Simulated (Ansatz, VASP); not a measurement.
# TiO2 in VASP and in Ansatz

File POSCAR:

```
TiO2
1.0
    4.6887905639      0.0000000000      0.0000000000
    0.0000000000      4.6887905639      0.0000000000
    0.0000000000      0.0000000000      3.0125610919
Ti O
2 4
Direct
    0.0000000000      0.0000000000      0.0000000000
    0.5000000000      0.5000000000      0.5000000000
    0.3071643882      0.3071643882      0.0000000000
    0.1928356118      0.8071643882      0.5000000000
    0.8071643882      0.1928356118      0.5000000000
    0.6928356118      0.6928356118      0.0000000000
```

INCAR.step1

```
SYSTEM = TiO2
PREC = Accurate
ENCUT = 520
ISMEAR = 0
SIGMA = 0.01
LREAL = .FALSE.
LASPH = .TRUE.
NELM = 100
NBANDS = 33
GGA = PE
ALGO = Normal
EDIFF = 1E-4
LWAVE = .TRUE.
LCHARG = .FALSE.
```

INCAR.step2

```
SYSTEM = TiO2
PREC = Accurate
ENCUT = 520
EDIFF = 1E-6
ISMEAR = 0
SIGMA = 0.01
LREAL = .FALSE.
LASPH = .TRUE.
NELM = 100
ALGO = Normal
ISIF = 2
LWAVE = .FALSE.
LCHARG = .FALSE.
METAGGA = R2SCAN
LMIXTAU = .TRUE.
NBANDS = 33
ISTART = 1
```

File KPOINTS:

```
regular mesh
0
G
  6 6 8
  0 0 0
```

Input for Ansatz:

```yaml
crystal:
  lattice:
    - [4.6887905639, 0.0, 0.0]
    - [0.0, 4.6887905639, 0.0]
    - [0.0, 0.0, 3.0125610919]
  atoms:
    - { symbol: Ti, position: [0.0, 0.0, 0.0] }
    - { symbol: Ti, position: [0.5, 0.5, 0.5] }
    - { symbol: O, position: [0.3071643882, 0.3071643882, 0.0] }
    - { symbol: O, position: [0.1928356118, 0.8071643882, 0.5] }
    - { symbol: O, position: [0.8071643882, 0.1928356118, 0.5] }
    - { symbol: O, position: [0.6928356118, 0.6928356118, 0.0] }
kpoints:
  mp_grid: { grid: [6, 6, 8] }
  band_path:
    path:
      - [0.0, 0.0, 0.0]
      - [0.0, 0.5, 0.0]
      - [0.5, 0.5, 0.0]
      - [0.0, 0.0, 0.5]
      - [0.0, 0.5, 0.5]
      - [0.5, 0.5, 0.5]
    npoints: 1
hamiltonian:
  xc: r2scan
scf:
  occupations: { method: fixed }
  n_extra_bands: 5
output:
  forces: true
  stress: true
  eigenvalues: true
```

Change from the starting cell: hydrostatic strain +2.0%.

Alike in both runs: task single point; functional r2SCAN; k mesh 6 × 6 × 8; no spin polarisation.

|  | VASP | Ansatz |
| --- | --- | --- |
| version | VASP 6.6.1 | Ansatz 0.2.0 |
| potentials or method | VASP PAW PBE potentials, release 64 (Ti_sv, O) | plane waves, PAW |
| plane-wave cutoff (eV) | 520 | 500 |
| occupations | gaussian, width 0.01 eV | fixed |
| valence electrons in the cell | 48 | 48 |

Ansatz gave:

* gap on the k mesh at the Fermi level (eV): 2.15
* pressure (GPa): -12.4
* traceless stress, the component that is largest in VASP (GPa): -2.65
* rms of the force components (eV/Å): 0.003

**Question.** Estimate VASP's values.

**Answer.** gap on the k mesh at the Fermi level (eV): 2.16; pressure (GPa): -11.3; traceless stress, the component that is largest in VASP (GPa): -2.17; rms of the force components (eV/Å): 0.021.

VASP's potentials were made for PBE, not for r2SCAN. Atom by atom the forces differ by 0.018 eV/Å (rms over components).
